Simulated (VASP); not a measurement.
# Ru (P6_3/mmc) in VASP: single point with PBE

Aim: the single point of Ru with PBE.

Program: VASP 6.6.1. These are calculated values, not measurements. Logs are shortened: lines on timing, memory, paths and dates and some standing lists are left out, and cuts for length are marked.

**1. The cell of the first run**

Symmetry: P6_3/mmc, No. 194, hexagonal system. The conventional cell has a = 2.724 Å, b = 2.724 Å, c = 4.289 Å, α = 90.00°, β = 90.00°, γ = 120.00°. Within 3.5 Å of Ru (site symmetry -6m2) lie 12 Ru at 2.66 to 2.72 Å.

**2. Single point, PBE**

The input, INCAR:

```
PREC = Accurate
ENCUT = 560
EDIFF = 1E-6
ISMEAR = -1
SIGMA = 0.1
LREAL = F
LASPH = T
NELM = 120
ALGO = Normal
ISIF = 2
LWAVE = F
LCHARG = F
GGA = PE
NBANDS = 23
GGA_COMPAT = F
```

The input, KPOINTS:

```
regular mesh
0
Gamma
  2 2 1
```

The input, POSCAR:

```
Ru
1.0
    2.7235595794      0.0000000000      0.0000000000
   -1.3617797897      2.3586717845      0.0000000000
    0.0000000000      0.0000000000      4.2890849607
Ru
2
Direct
    0.3333333333      0.6666666667      0.2500000000
    0.6666666667      0.3333333333      0.7500000000
```

Potentials or basis: VASP PAW PBE potentials, release 64 (Ru_sv).

Launch:

```bash
cat potpaw_PBE.64/Ru_sv/POTCAR > POTCAR
mpirun -np 1 vasp_std > vasp.out
```

OUTCAR:

```text
PREC = Accurate
   ENCUT = 560
   EDIFF = 1E-6
   ISMEAR = -1
   LREAL = F
   LASPH = T
   NELM = 120
   ISIF = 2
   GGA = PE

 ion  position               nearest neighbor table
   1  0.333  0.667  0.250-   2 2.66   2 2.66   2 2.66   2 2.66   2 2.66   2 2.66
   2  0.667  0.333  0.750-   1 2.66   1 2.66   1 2.66   1 2.66   1 2.66   1 2.66

  LATTYP: Found a hexagonal cell.
 ALAT       =     2.7235595794
 C/A-ratio  =     1.5748085679

  Lattice vectors:

 A1 = (   2.7235595794,   0.0000000000,   0.0000000000)
 A2 = (  -1.3617797897,   2.3586717845,   0.0000000000)
 A3 = (   0.0000000000,   0.0000000000,   4.2890849607)

Analysis of symmetry for initial positions (statically):
=====================================================================
 Subroutine PRICEL returns:
 Original cell was already a primitive cell.

 Routine SETGRP: Setting up the symmetry group for a
 hexagonal supercell.

 Subroutine GETGRP returns: Found 24 space group operations
 (whereof 12 operations were pure point group operations)
 out of a pool of 24 trial point group operations.

The static configuration has the point symmetry D_3d.
 The point group associated with its full space group is D_6h.

Analysis of symmetry for dynamics (positions and initial velocities):
=====================================================================
 Subroutine PRICEL returns:
 Original cell was already a primitive cell.

 Routine SETGRP: Setting up the symmetry group for a
 hexagonal supercell.

 Subroutine GETGRP returns: Found 24 space group operations
 (whereof 12 operations were pure point group operations)
 out of a pool of 24 trial point group operations.

The dynamic configuration has the point symmetry D_3d.
 The point group associated with its full space group is D_6h.

 Subroutine INISYM returns: Found 24 space group operations
 (whereof 12 operations are pure point group operations),
 and found     1 'primitive' translations

----------------------------------------------------------------------------------------

                                     Primitive cell

  volume of cell :      27.5530

  direct lattice vectors                    reciprocal lattice vectors
     2.723559579  0.000000000  0.000000000     0.367166559  0.211983712  0.000000000
    -1.361779790  2.358671784  0.000000000     0.000000000  0.423967424  0.000000000
     0.000000000  0.000000000  4.289084961     0.000000000  0.000000000  0.233149963

  length of vectors
     2.723559579  2.723559579  4.289084961     0.423967424  0.423967424  0.233149963

  position of ions in fractional coordinates (direct lattice)
     0.333333333  0.666666667  0.250000000
     0.666666667  0.333333333  0.750000000

  ion indices of the primitive-cell ions
   primitive index   ion index
                 1           1
                 2           2

----------------------------------------------------------------------------------------

 KPOINTS: regular mesh

Automatic generation of k-mesh.
 Grid dimensions read from file:
 generate k-points for:    2    2    1

 Generating k-lattice:

  Cartesian coordinates                     Fractional coordinates (reciprocal lattice)
     0.183583280  0.105991856  0.000000000     0.500000000  0.000000000  0.000000000
     0.000000000  0.211983712  0.000000000     0.000000000  0.500000000  0.000000000
     0.000000000  0.000000000  0.233149963     0.000000000  0.000000000  1.000000000

  Length of vectors
     0.211983712  0.211983712  0.233149963

  Shift w.r.t. Gamma in fractional coordinates (k-lattice)
     0.000000000  0.000000000  0.000000000

 Subroutine IBZKPT returns following result:
 ===========================================

 Found      2 irreducible k-points:

 Following reciprocal coordinates:
            Coordinates               Weight
  0.000000  0.000000  0.000000      1.000000
  0.500000  0.000000  0.000000      3.000000
   k-points           NKPTS =      2   k-points in BZ     NKDIM =      2   number of bands    NBANDS=     23
   number of dos      NEDOS =    301   number of ions     NIONS =      2
   total plane-waves  NPLWV =  20736
   dimension x,y,z NGX =    24 NGY =   24 NGZ =   36
   dimension x,y,z NGXF=    48 NGYF=   48 NGZF=   72
   ions per type =               2
   NGX,Y,Z   is equivalent  to a cutoff of  14.65, 14.65, 13.95 a.u.
   NGXF,Y,Z  is equivalent  to a cutoff of  29.30, 29.30, 27.91 a.u.
 SYSTEM =  unknown system
   PREC   = accura    normal or accurate (medium, high low for compatibility)
   ISTART =      0    job   : 0-new  1-cont  2-samecut
   ICHARG =      2    charge: 1-file 2-atom 10-const
   ISPIN  =      1    spin polarized calculation?
   LNONCOLLINEAR =      F non collinear calculations
   LSORBIT =      F    spin-orbit coupling
   LASPH  =      T    aspherical Exc in radial PAW
   ENCUT  =  560.0 eV  41.16 Ry    6.42 a.u.   5.26  5.26  8.28*2*pi/ulx,y,z
   NELM   =    120;   NELMIN=  2; NELMDL= -5     # of ELM steps
   EDIFF  = 0.1E-05   stopping-criterion for ELM
   LREAL  =      F    real-space projection
   EDIFFG = 0.1E-04   stopping-criterion for IOM
   NSW    =      0    number of steps for IOM
   IBRION =     -1    ionic relax: 0-MD 1-quasi-New 2-CG
   NFREE  =      0    steps in history (QN), initial steepest desc. (CG)
   ISIF   =      2    stress and relaxation
   ISYM   =      2    0-nonsym 1-usesym 2-fastsym
   POTIM  = 0.5000    time-step for ionic-motion
   TEBEG  =    0.0;   TEEND  =   0.0 temperature during run
   PSTRESS=    0.0 pullay stress
   NELECT =      32.0000    total number of electrons
   NUPDOWN=      -1.0000    fix difference up-down
   EMIN   =  10.00;   EMAX   =-10.00  energy-range for DOS
   EFERMI =   0.00;   METHOD = LEGACY
   ISMEAR =    -1;   SIGMA  =   0.10  broadening in eV -4-tet -1-fermi 0-gaus
   EFERMI_NEDOS =   21; number of points for ismear=-14 and -15
   IALGO  =     38    algorithm
   IMIX   =      4    mixing-type and parameters
     AMIX     =   0.40;   BMIX     =  1.00
     AMIX_MAG =   1.60;   BMIX_MAG =  1.00
  volume/ion in A,a.u.               =      13.78        92.97
  Fermi-wavevector in a.u.,A,eV,Ry     =   1.720819  3.251876 40.289808  2.961217
  Thomas-Fermi vector in A             =   2.797187
   LORBIT       =      0    0 simple, 1 ext, 2 COOP (PROOUT), +10 PAW based schemes
   GGA     = PE    functional components
   LHFCALC =     F    Hartree Fock is set to
   AEXX    =    0.0000 exact exchange contribution
   IVDW    =     0    specifies the selected vdW correction
   LEPSILON=     F    determine dielectric tensor
   LRPA    =     F    only Hartree local field effects (RPA)
 non-spin polarized calculation
  energy-cutoff  :      560.00
  volume of cell :       27.55
 maximum number of plane-waves:       840
 NGX is ok and might be reduce to    24
   NGX = 11   NGY = 11   NGZ = 17

 number of electron      31.9999999 magnetization

 Free energy of the ion-electron system (eV)
  ---------------------------------------------------
  ext. energy  EPLUGINS =         0.00000000
  ---------------------------------------------------
  free energy    TOTEN  =       -18.11747369 eV

  energy without entropy =      -17.92274323  energy(sigma->0) =      -18.02010846

 E-fermi :  16.2260     XC(G=0): -14.1096

 val. band max:       13.7782200221   @ k =   0.0000   0.0000   0.0000
 cond. band min:      16.2637463961   @ k =   0.5000   0.0000   0.0000
 fundamental gap:      2.4855263740
 Fermi energy:        16.2259595565

 k-point     1 :       0.0000    0.0000    0.0000
  band No.  band energies     occupation
      1     -57.9546      2.00000
      2     -57.7588      2.00000
      3     -28.1954      2.00000
      4     -27.6770      2.00000
      5     -27.6770      2.00000
      6     -27.5111      2.00000
[... 15 lines left out ...]
     22      29.5862      0.00000
     23      32.4070      0.00000

 k-point     2 :       0.5000    0.0000    0.0000
  band No.  band energies     occupation
      1     -57.7891      2.00000
      2     -57.7251      2.00000
      3     -28.3912      2.00000
      4     -28.2058      2.00000
      5     -27.8992      2.00000
      6     -27.7255      2.00000
[... 15 lines left out ...]
     22      26.9416      0.00000
     23      27.7459      0.00000

------------------------ aborting loop because EDIFF is reached ----------------------------------------

  FORCE on cell =-STRESS in cart. coord.  units (eV):
  Direction    XX          YY          ZZ          XY          YZ          ZX
  --------------------------------------------------------------------------------------
  -------------------------------------------------------------------------------------
  Total        0.5758453      0.5758453      2.1276262      0.0000000     -0.0000000     -0.0000000
  in kB       33.4847717     33.4847717    123.7191344      0.0000000     -0.0000000     -0.0000000
  external PRESSURE =      63.5628926 kB  Pullay stress =       0.0000000 kB

 VOLUME and BASIS-vectors are now :
 -----------------------------------------------------------------------------
  energy-cutoff  :      560.00
  volume of cell :       27.55
      direct lattice vectors                 reciprocal lattice vectors
     2.723559579  0.000000000  0.000000000     0.367166559  0.211983712  0.000000000
    -1.361779790  2.358671784  0.000000000     0.000000000  0.423967424  0.000000000
     0.000000000  0.000000000  4.289084961     0.000000000  0.000000000  0.233149963

 POSITION                                       TOTAL-FORCE (eV/Angst)
 -----------------------------------------------------------------------------------
     -0.00000      1.57245      1.07227        -0.000000      0.000000      0.000000
      1.36178      0.78622      3.21681         0.000000     -0.000000      0.000000
 -----------------------------------------------------------------------------------
    total drift:                               -0.000000      0.000000     -0.000000

  FREE ENERGIE OF THE ION-ELECTRON SYSTEM (eV)
  ---------------------------------------------------
  free  energy   TOTEN  =       -18.1174736862 eV

  energy  without entropy=      -17.9227432323  energy(sigma->0) =      -18.02010846
```

Wall time 7.1 s (1 thread of Intel Xeon Platinum 8259CL at 2.50GHz (Skylake/Cascade Lake), shared host); peak memory 0.14 GiB.

Results:

- Free energy: -18.1175 eV
- Pressure: 6.4 GPa
- Band gap on the k mesh: zero (bands 16 and 17 overlap by 2.49 eV)

Stress tensor (GPa, compression positive):
```
 3.35  0.00  0.00
 0.00  3.35  0.00
 0.00  0.00 12.37
```

Caveat: the k points lie up to 1.46 Å⁻¹ apart, too coarse for converged energies and pressures of a metal.

The gap in the log of VASP goes by the Fermi energy; the results here count the filled bands.